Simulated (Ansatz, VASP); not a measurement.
Tl in VASP and in Ansatz

```
CELL_PARAMETERS angstrom
1.79549 -3.11151 0.00000
1.79549 3.11151 0.00000
0.00000 0.00000 5.64400
ATOMIC_POSITIONS crystal
Tl 0.83337 0.16663 0.25000
Tl 0.16663 0.83337 0.75000
```

Alike in both runs: functional PBE; k mesh 18 × 18 × 10; occupations fermi-dirac, width 0.15 eV; no spin polarisation.

Ansatz relaxed the structure, and its values are those at the end. VASP's run is a single point on that final structure, the one shown.

```csv
,VASP,Ansatz
version,VASP 6.6.1,Ansatz 0.2.0
potentials or method,"VASP PAW PBE potentials, release 64 (Tl_d), cutoff 520 eV","scalar-relativistic, plane waves, PAW"
valence electrons in the cell,26,26
```

Ansatz gave:

| Property | Result |
| --- | --- |
| gap on the k mesh at the Fermi level (eV) | none |
| pressure (GPa) | 0.0 |

**Question.** Estimate VASP's values.

**Answer.** gap on the k mesh at the Fermi level (eV): none; pressure (GPa): -0.1.

A gap of «none» marks a metal or a gap that the smearing closes. With one functional, cell and mesh, what is left measures potentials, basis and numerics.

Neither program's run includes spin-orbit coupling.
